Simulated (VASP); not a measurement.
# AlN (AlN (P6_3mc)) (Cmc2_1) in VASP: notebook

Aim: see how the results for AlN (AlN (P6_3mc)) move with the level of theory and the settings. Levels: r2SCAN, PBE. Tasks: single point.

All numbers are computed with VASP 6.6.1; they aren't measurements. Logs are shortened: lines on timing, memory, paths and dates and some standing lists are left out, and cuts for length are marked.

**1. The cell of the first run**

The typed cell holds 8 atoms: a = 3.130 Å, b = 3.130 Å, c = 10.035 Å, α = 90.00°, β = 90.00°, γ = 120.00°.

**2. Single point, r2SCAN**

POSCAR reads:

```
AlN
1.0
    3.1297569567      0.0000000300      0.0000000000
   -1.5648785034      2.7104490166      0.0000000000
    0.0000000000      0.0000000000     10.0348065900
Al N
4 4
Direct
    0.6668378026      0.3331638922      0.2496407057
    0.3331638922      0.6668378026      0.4996407057
    0.6668378026      0.3331638922      0.7496407057
    0.3331638922      0.6668378026      0.9996407057
    0.6663407857      0.3336575196      0.4403592943
    0.3336575196      0.6663407857      0.1903592943
    0.6663407857      0.3336575196      0.9403592943
    0.3336575196      0.6663407857      0.6903592943
```

INCAR.step1 reads:

```
  PREC = Accurate
  ENCUT = 520
  ISMEAR = -1
  SIGMA = 0.01
  LREAL = F
  LASPH = T
  NELM = 100
  NBANDS = 26
  ISYM = 0
  GGA = PE
  ALGO = Normal
  EDIFF = 1E-4
  LWAVE = T
  LCHARG = F
```

INCAR.step2 reads:

```
  PREC = Accurate
  ENCUT = 520
  EDIFF = 1E-6
  ISMEAR = -1
  SIGMA = 0.01
  LREAL = F
  LASPH = T
  NELM = 100
  ALGO = Normal
  ISIF = 2
  LWAVE = F
  LCHARG = F
  METAGGA = R2SCAN
  LMIXTAU = T
  NBANDS = 26
  ISYM = 0
  ISTART = 1
```

KPOINTS reads:

```
Automatic mesh
0
Gamma
  3 3 1
  0.25 0.25 0.25
```

Potentials or basis: VASP PAW PBE potentials, release 64 (Al, N).

The run is started by

```sh
cat potpaw_PBE.64/Al/POTCAR potpaw_PBE.64/N/POTCAR > POTCAR
cp INCAR.step1 INCAR
mpirun -np 1 vasp_std > vasp.out
cp INCAR.step2 INCAR
mpirun -np 1 vasp_std > vasp.out
```

OUTCAR:

```text
PREC = Accurate
   ENCUT = 520
   EDIFF = 1E-6
   ISMEAR = -1
   LREAL = F
   LASPH = T
   NELM = 100
   ISIF = 2
   METAGGA = R2SCAN
   ISYM = 0
   ISTART = 1

 ion  position               nearest neighbor table
   1  0.667  0.333  0.250-   6 1.90   6 1.90   6 1.90   5 1.91   4 3.09   2 3.09   2 3.09   4 3.09
                             4 3.09   2 3.09
   2  0.333  0.667  0.500-   5 1.90   5 1.90   5 1.90   8 1.91   1 3.09   3 3.09   3 3.09   1 3.09
                             3 3.09   1 3.09
   3  0.667  0.333  0.750-   8 1.90   8 1.90   8 1.90   7 1.91   4 3.09   2 3.09   2 3.09   4 3.09
                             4 3.09   2 3.09
   4  0.333  0.667  1.000-   7 1.90   7 1.90   7 1.90   6 1.91   1 3.09   3 3.09   3 3.09   1 3.09
                             3 3.09   1 3.09
   5  0.666  0.334  0.440-   2 1.90   2 1.90   2 1.90   1 1.91
   6  0.334  0.666  0.190-   1 1.90   1 1.90   1 1.90   4 1.91
   7  0.666  0.334  0.940-   4 1.90   4 1.90   4 1.90   3 1.91
   8  0.334  0.666  0.690-   3 1.90   3 1.90   3 1.90   2 1.91

IMPORTANT INFORMATION: All symmetrisations will be switched off!
NOSYMM: (Re-)initialisation of all symmetry stuff for point group C_1.

----------------------------------------------------------------------------------------

                                     Primitive cell

  volume of cell :      85.1257

  direct lattice vectors                    reciprocal lattice vectors
     3.129756957  0.000000030  0.000000000     0.319513626  0.184471282  0.000000000
    -1.564878503  2.710449017  0.000000000    -0.000000004  0.368942558  0.000000000
     0.000000000  0.000000000 10.034806590     0.000000000  0.000000000  0.099653141

  length of vectors
     3.129756957  3.129756956 10.034806590     0.368942558  0.368942558  0.099653141

  position of ions in fractional coordinates (direct lattice)
     0.666837803  0.333163892  0.249640706
     0.333163892  0.666837803  0.499640706
     0.666837803  0.333163892  0.749640706
     0.333163892  0.666837803  0.999640706
     0.666340786  0.333657520  0.440359294
     0.333657520  0.666340786  0.190359294
     0.666340786  0.333657520  0.940359294
     0.333657520  0.666340786  0.690359294

  ion indices of the primitive-cell ions
   primitive index   ion index
                 1           1
                 2           2
                 3           3
                 4           4
                 5           5
                 6           6
                 7           7
                 8           8

----------------------------------------------------------------------------------------

 KPOINTS: Automatic mesh

Automatic generation of k-mesh.
 Grid dimensions read from file:
 generate k-points for:    3    3    1

 Generating k-lattice:

  Cartesian coordinates                     Fractional coordinates (reciprocal lattice)
     0.106504542  0.061490427  0.000000000     0.333333333  0.000000000  0.000000000
    -0.000000001  0.122980853  0.000000000     0.000000000  0.333333333  0.000000000
     0.000000000  0.000000000  0.099653141     0.000000000  0.000000000  1.000000000

  Length of vectors
     0.122980853  0.122980853  0.099653141

  Shift w.r.t. Gamma in fractional coordinates (k-lattice)
     0.250000000  0.250000000  0.250000000

 Subroutine IBZKPT returns following result:
 ===========================================

 Found     54 irreducible k-points:

 Following reciprocal coordinates:
            Coordinates               Weight
  0.083333  0.083333  0.250000      2.000000
 -0.083333  0.166667  0.250000      2.000000
 -0.166667  0.083333  0.250000      2.000000
 -0.083333 -0.083333  0.250000      2.000000
  0.083333 -0.166667  0.250000      2.000000
  0.166667 -0.083333  0.250000      2.000000
[... 16 lines left out ...]
  0.083333  0.166667  0.250000      2.000000
 -0.166667  0.250000  0.250000      2.000000
 [... further k-points ...]
   k-points           NKPTS =     54   k-points in BZ     NKDIM =     54   number of bands    NBANDS=     26
   number of dos      NEDOS =    301   number of ions     NIONS =      8
   total plane-waves  NPLWV =  46080
   dimension x,y,z NGX =    24 NGY =   24 NGZ =   80
   dimension x,y,z NGXF=    48 NGYF=   48 NGZF=  160
   ions per type =               4   4
   NGX,Y,Z   is equivalent  to a cutoff of  12.75, 12.75, 13.25 a.u.
   NGXF,Y,Z  is equivalent  to a cutoff of  25.50, 25.50, 26.51 a.u.
 SYSTEM =  unknown system
   PREC   = accura    normal or accurate (medium, high low for compatibility)
   ISTART =      1    job   : 0-new  1-cont  2-samecut
   ICHARG =      0    charge: 1-file 2-atom 10-const
   ISPIN  =      1    spin polarized calculation?
   LNONCOLLINEAR =      F non collinear calculations
   LSORBIT =      F    spin-orbit coupling
   LASPH  =      T    aspherical Exc in radial PAW
   ENCUT  =  520.0 eV  38.22 Ry    6.18 a.u.   5.82  5.82 18.66*2*pi/ulx,y,z
   NELM   =    100;   NELMIN=  2; NELMDL=  0     # of ELM steps
   EDIFF  = 0.1E-05   stopping-criterion for ELM
   LREAL  =      F    real-space projection
   EDIFFG = 0.1E-04   stopping-criterion for IOM
   NSW    =      0    number of steps for IOM
   IBRION =     -1    ionic relax: 0-MD 1-quasi-New 2-CG
   NFREE  =      0    steps in history (QN), initial steepest desc. (CG)
   ISIF   =      2    stress and relaxation
   ISYM   =      0    0-nonsym 1-usesym 2-fastsym
   POTIM  = 0.5000    time-step for ionic-motion
   TEBEG  =    0.0;   TEEND  =   0.0 temperature during run
   PSTRESS=    0.0 pullay stress
   NELECT =      32.0000    total number of electrons
   NUPDOWN=      -1.0000    fix difference up-down
   EMIN   =  10.00;   EMAX   =-10.00  energy-range for DOS
   EFERMI =   0.00;   METHOD = LEGACY
   ISMEAR =    -1;   SIGMA  =   0.01  broadening in eV -4-tet -1-fermi 0-gaus
   EFERMI_NEDOS =   21; number of points for ismear=-14 and -15
   IALGO  =     38    algorithm
   IMIX   =      4    mixing-type and parameters
     AMIX     =   0.40;   BMIX     =  1.00
     AMIX_MAG =   1.60;   BMIX_MAG =  1.00
  volume/ion in A,a.u.               =      10.64        71.81
  Fermi-wavevector in a.u.,A,eV,Ry     =   1.181511  2.232733 18.993310  1.395969
  Thomas-Fermi vector in A             =   2.317783
   LORBIT       =      0    0 simple, 1 ext, 2 COOP (PROOUT), +10 PAW based schemes
   METAGGA = R2SCAN    functional components
   LHFCALC =     F    Hartree Fock is set to
   AEXX    =    0.0000 exact exchange contribution
   IVDW    =     0    specifies the selected vdW correction
   LEPSILON=     F    determine dielectric tensor
   LRPA    =     F    only Hartree local field effects (RPA)
 non-spin polarized calculation
  energy-cutoff  :      520.00
  volume of cell :       85.13
 maximum number of plane-waves:      2300
   NGX = 11   NGY = 11   NGZ = 37

 number of electron      31.9999996 magnetization

 Free energy of the ion-electron system (eV)
  ---------------------------------------------------
  ext. energy  EPLUGINS =         0.00000000
  ---------------------------------------------------
  free energy    TOTEN  =       -76.99271316 eV

  energy without entropy =      -76.99271316  energy(sigma->0) =      -76.99271316

 E-fermi :   5.6845     XC(G=0): -11.3188

 val. band max:        5.4589475753   @ k =  -0.0833  -0.0833   0.2500
 cond. band min:      11.5643688859   @ k =   0.4167   0.0833   0.2500
 fundamental gap:      6.1054213106
 Fermi energy:         5.6844694498

 k-point     1 :       0.0833    0.0833    0.2500
  band No.  band energies     occupation
      1      -9.8404      2.00000
      2      -9.4108      2.00000
      3      -8.6947      2.00000
      4      -8.0666      2.00000
      5       0.2194      2.00000
      6       1.4206      2.00000
[... 18 lines left out ...]
     25      17.9814      0.00000
     26      18.2676      0.00000

 k-point     2 :      -0.0833    0.1667    0.2500
  band No.  band energies     occupation
      1      -9.8403      2.00000
      2      -9.4107      2.00000
      3      -8.6947      2.00000
      4      -8.0668      2.00000
      5       0.2195      2.00000
      6       1.4200      2.00000
[... 18 lines left out ...]
     25      17.9769      0.00000
     26      18.2634      0.00000

 k-point     3 :      -0.1667    0.0833    0.2500
  band No.  band energies     occupation
      1      -9.8403      2.00000
      2      -9.4107      2.00000
      3      -8.6947      2.00000
      4      -8.0668      2.00000
      5       0.2195      2.00000
      6       1.4200      2.00000
[... 18 lines left out ...]
     25      17.9769      0.00000
     26      18.2950      0.00000

 k-point     4 :      -0.0833   -0.0833    0.2500
  band No.  band energies     occupation
      1      -9.8404      2.00000
      2      -9.4108      2.00000
      3      -8.6947      2.00000
      4      -8.0666      2.00000
      5       0.2194      2.00000
      6       1.4206      2.00000
[... 18 lines left out ...]
     25      17.9814      0.00000
     26      18.2744      0.00000

 k-point     5 :       0.0833   -0.1667    0.2500
  band No.  band energies     occupation
      1      -9.8403      2.00000
      2      -9.4107      2.00000
      3      -8.6947      2.00000
      4      -8.0668      2.00000
      5       0.2195      2.00000
      6       1.4200      2.00000
[... 18 lines left out ...]
     25      17.9769      0.00000
     26      18.2591      0.00000

 k-point     6 :       0.1667   -0.0833    0.2500
  band No.  band energies     occupation
      1      -9.8403      2.00000
      2      -9.4107      2.00000
      3      -8.6947      2.00000
      4      -8.0668      2.00000
      5       0.2195      2.00000
      6       1.4200      2.00000
[... 427 lines left out ...]
 k-point    21 :       0.1667   -0.2500    0.2500
  band No.  band energies     occupation
      1      -9.5215      2.00000
      2      -9.1193      2.00000
      3      -8.4608      2.00000
      4      -7.9004      2.00000
      5       0.5714      2.00000
      6       1.3808      2.00000
[... 18 lines left out ...]
     25      17.7667      0.00000
     26      17.9304      0.00000

 k-point    22 :       0.2500   -0.0833    0.2500
  band No.  band energies     occupation
      1      -9.5216      2.00000
      2      -9.1193      2.00000
      3      -8.4607      2.00000
      4      -7.9003      2.00000
      5       0.5713      2.00000
      6       1.3817      2.00000
[... 18 lines left out ...]
     25      17.7700      0.00000
     26      17.9356      0.00000

 k-point    23 :       0.0833    0.1667    0.2500
  band No.  band energies     occupation
      1      -9.5217      2.00000
      2      -9.1194      2.00000
      3      -8.4607      2.00000
      4      -7.9000      2.00000
      5       0.5712      2.00000
      6       1.3827      2.00000
[... 18 lines left out ...]
     25      17.7742      0.00000
     26      17.9299      0.00000

 k-point    24 :      -0.1667    0.2500    0.2500
  band No.  band energies     occupation
      1      -9.5215      2.00000
      2      -9.1193      2.00000
      3      -8.4608      2.00000
      4      -7.9004      2.00000
      5       0.5714      2.00000
      6       1.3808      2.00000
[... 18 lines left out ...]
     25      17.7668      0.00000
     26      17.9304      0.00000

 [... further k-points ...]
[... 5 lines left out ...]
  --------------------------------------------------------------------------------------
  -------------------------------------------------------------------------------------
  Total       -2.7964280     -2.8352471     -2.3408892     -0.0336165     -0.0000846     -0.0000477
  in kB      -52.6324231    -53.3630486    -44.0585888     -0.6327070     -0.0015929     -0.0008986
  external PRESSURE =     -50.0180202 kB  Pullay stress =       0.0000000 kB

 VOLUME and BASIS-vectors are now :
 -----------------------------------------------------------------------------
  energy-cutoff  :      520.00
  volume of cell :       85.13
      direct lattice vectors                 reciprocal lattice vectors
     3.129756957  0.000000030  0.000000000     0.319513626  0.184471282  0.000000000
    -1.564878503  2.710449017  0.000000000    -0.000000004  0.368942558  0.000000000
     0.000000000  0.000000000 10.034806590     0.000000000  0.000000000  0.099653141

 POSITION                                       TOTAL-FORCE (eV/Angst)
 -----------------------------------------------------------------------------------
      1.56568      0.90302      2.50510         0.004429     -0.002646      0.021368
     -0.00080      1.80743      5.01380        -0.004507      0.002512      0.021368
      1.56568      0.90302      7.52250         0.004429     -0.002647      0.021369
     -0.00080      1.80743     10.03120        -0.004506      0.002512      0.021367
      1.56335      0.90436      4.41892         0.015778     -0.009020     -0.021368
      0.00152      1.80608      1.91022        -0.015701      0.009154     -0.021367
      1.56335      0.90436      9.43632         0.015778     -0.009019     -0.021368
      0.00152      1.80608      6.92762        -0.015701      0.009154     -0.021369
 -----------------------------------------------------------------------------------
    total drift:                               -0.000000     -0.000001     -0.049058

  FREE ENERGIE OF THE ION-ELECTRON SYSTEM (eV)
  ---------------------------------------------------
  free  energy   TOTEN  =       -76.9927131565 eV

  energy  without entropy=      -76.9927131565  energy(sigma->0) =      -76.99271316
```

Wall time 4.7 min (1 thread of AMD EPYC 9R14 (Zen 4), shared host); peak memory 0.23 GiB.

Results:

| Property | Result |
| --- | --- |
| Free energy | -76.9927 eV |
| Pressure | -5.0 GPa |
| Largest force | 0.028 eV/Å |
| Band gap on the k mesh | 6.11 eV |

Forces in eV/Å, atoms in the order of the input:
```
Al   0.004 -0.003  0.021
Al  -0.005  0.003  0.021
Al   0.004 -0.003  0.021
Al  -0.005  0.003  0.021
N    0.016 -0.009 -0.021
N   -0.016  0.009 -0.021
N    0.016 -0.009 -0.021
N   -0.016  0.009 -0.021
```

Levels at points of the mesh, in eV from the valence-band top:
| k point | band 13 | band 14 | band 15 | band 16 | band 17 | band 18 | band 19 | band 20 |
| --- | --- | --- | --- | --- | --- | --- | --- | --- |
| (0.08, 0.08, 0.25) | -0.51 | -0.41 | -0.15 | 0.00 | 6.18 | 7.17 | 8.31 | 8.57 |

Caveat: the k points lie up to 0.77 Å⁻¹ apart; the PAW data sets were made with another functional, which shifts forces and pressure a little. r2SCAN opens gaps a little over a GGA but as a rule still falls short of measured ones.

**3. Single point, PBE**

This run uses another cell than the first one: it holds 36 atoms, not 8.

INCAR reads:

```
SYSTEM = AlN
ALGO = Normal
EDIFF = 1E-6
ENCUT = 520
GGA = PE
ISIF = 2
ISMEAR = -1
ISYM = 0
LASPH = .True.
LCHARG = .True.
LELF = .True.
LREAL = Auto
LVHAR = .True.
LWAVE = .False.
NBANDS = 96
NELM = 60
PREC = Accurate
SIGMA = 0.01
```

KPOINTS reads:

```
Automatic mesh
0
Gamma
  1 1 2
  0.25 0.25 0.25
```

POSCAR reads:

```
AlN
1.0
    9.3892708701      0.0000000899      0.0000000000
   -4.6946355101      8.1313470499      0.0000000000
    0.0000000000      0.0000000000      5.0174032950
Al N
18 18
Direct
    0.2222792675      0.1110546307      0.4992814114
    0.1110546307      0.2222792675      0.9992814114
    0.2222792675      0.4443879641      0.4992814114
    0.1110546307      0.5556126009      0.9992814114
    0.2222792675      0.7777212974      0.4992814114
    0.1110546307      0.8889459342      0.9992814114
    0.5556126009      0.1110546307      0.4992814114
    0.4443879641      0.2222792675      0.9992814114
    0.5556126009      0.4443879641      0.4992814114
    0.4443879641      0.5556126009      0.9992814114
    0.5556126009      0.7777212974      0.4992814114
    0.4443879641      0.8889459342      0.9992814114
    0.8889459342      0.1110546307      0.4992814114
    0.7777212974      0.2222792675      0.9992814114
    0.8889459342      0.4443879641      0.4992814114
    0.7777212974      0.5556126009      0.9992814114
    0.8889459342      0.7777212974      0.4992814114
    0.7777212974      0.8889459342      0.9992814114
    0.2221135952      0.1112191732      0.8807185886
    0.1112191732      0.2221135952      0.3807185886
    0.2221135952      0.4445525065      0.8807185886
    0.1112191732      0.5554469286      0.3807185886
    0.2221135952      0.7778858399      0.8807185886
    0.1112191732      0.8887802619      0.3807185886
    0.5554469286      0.1112191732      0.8807185886
    0.4445525065      0.2221135952      0.3807185886
    0.5554469286      0.4445525065      0.8807185886
    0.4445525065      0.5554469286      0.3807185886
    0.5554469286      0.7778858399      0.8807185886
    0.4445525065      0.8887802619      0.3807185886
    0.8887802619      0.1112191732      0.8807185886
    0.7778858399      0.2221135952      0.3807185886
    0.8887802619      0.4445525065      0.8807185886
    0.7778858399      0.5554469286      0.3807185886
    0.8887802619      0.7778858399      0.8807185886
    0.7778858399      0.8887802619      0.3807185886
```

Potentials or basis: VASP PAW PBE potentials, release 64 (Al, N).

The run is started by

```sh
cat potpaw_PBE.64/Al/POTCAR potpaw_PBE.64/N/POTCAR > POTCAR
mpirun -np 1 vasp_std > vasp.out
```

Wall time 11 min (1 thread of AMD EPYC 9R14 (Zen 4), shared host); peak memory 0.57 GiB.

The run converged. Its results:

```yaml
Free_energy: -268.5685 eV
Pressure: -0.2 GPa
Largest_force: 0.024 eV/Å
Band_gap_on_the_k_mesh: 5.44 eV
```

Forces on the atoms (eV/Å):
```
Al   0.007 -0.002  0.016
Al  -0.005  0.005  0.016
Al   0.006 -0.001  0.017
Al  -0.006  0.002  0.017
Al   0.007 -0.004  0.017
Al  -0.004  0.002  0.015
Al   0.004 -0.004  0.017
Al  -0.003  0.005  0.017
Al   0.003 -0.002  0.017
Al  -0.003  0.002  0.017
Al   0.003 -0.005  0.017
Al  -0.004  0.004  0.017
Al   0.004 -0.002  0.016
Al  -0.007  0.004  0.017
Al   0.005 -0.002  0.017
Al  -0.006  0.000  0.017
Al   0.005 -0.005  0.016
Al  -0.007  0.002  0.016
N    0.015 -0.008 -0.016
N   -0.015  0.009 -0.016
N    0.015 -0.008 -0.016
N   -0.015  0.009 -0.017
N    0.015 -0.009 -0.016
N   -0.015  0.009 -0.017
N    0.015 -0.008 -0.017
N   -0.015  0.009 -0.016
N    0.015 -0.009 -0.017
N   -0.015  0.009 -0.017
N    0.015 -0.009 -0.016
N   -0.015  0.008 -0.017
N    0.015 -0.009 -0.017
N   -0.015  0.009 -0.016
N    0.015 -0.009 -0.017
N   -0.015  0.009 -0.016
N    0.015 -0.009 -0.016
N   -0.015  0.008 -0.016
```

Stress tensor (GPa, compression positive):
```
-0.44 -0.07  0.00
-0.07 -0.52  0.00
 0.00  0.00  0.26
```

Levels at points of the mesh, in eV from the valence-band top:
| k point | band 69 | band 70 | band 71 | band 72 | band 73 | band 74 | band 75 | band 76 |
| --- | --- | --- | --- | --- | --- | --- | --- | --- |
| (0.25, 0.25, 0.12) | -0.14 | -0.12 | -0.12 | 0.00 | 5.49 | 5.76 | 5.79 | 5.79 |

Caveat: the k points lie up to 0.77 Å⁻¹ apart. A k mesh can miss the band edges.
